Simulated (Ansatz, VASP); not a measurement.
# GaAsSe3 in VASP and in Ansatz

```
Ga As Se
1.0
     5.91628    0.00000    0.00000
    -2.95814    5.12365    0.00000
     0.00000    0.00000    7.74242
Ga As Se
2 2 6
Cartesian
  0.0000 0.0000 0.0000
  0.0000 0.0000 3.8712
  0.0000 3.4158 5.8068
  2.9581 1.7079 1.9356
  0.0000 1.8306 1.9356
  2.9581 3.2931 5.8068
  1.3728 4.2084 1.9356
  1.5853 0.9153 5.8068
  -1.3728 4.2084 1.9356
  4.3310 0.9153 5.8068
```

Change from the starting cell: species swapped into the RbScBr3 type (P6_3/mmc, No. 194).

Alike in both runs: functional PBE; k mesh 2 × 2 × 2; occupations gaussian, width 0.15 eV; no spin polarisation.

Ansatz relaxed the structure, and its values are those at the end. VASP's run is a single point on that final structure, the one shown.

```csv
,VASP,Ansatz
version,VASP 6.6.1,Ansatz 0.2.0
potentials or method,"VASP PAW PBE potentials, release 64 (Ga_d, As, Se), cutoff 500 eV","scalar-relativistic, plane waves, PAW"
valence electrons in the cell,72,152
```

```tsv
	VASP	Ansatz	Ansatz less VASP
gap on the k mesh at the Fermi level (eV)	none	none	-
pressure (GPa)	-0.3	-0.3	-0.06
rms of the force components (eV/Å)	0.016	0.011	-0.0049
```

A gap of «none» marks a metal or a gap that the smearing closes. VASP's potentials hold 72 valence electrons a cell and Ansatz's 152, so a difference there can come from the potentials and not from the codes.

The k mesh is coarse, so the values compare programs but aren't converged.
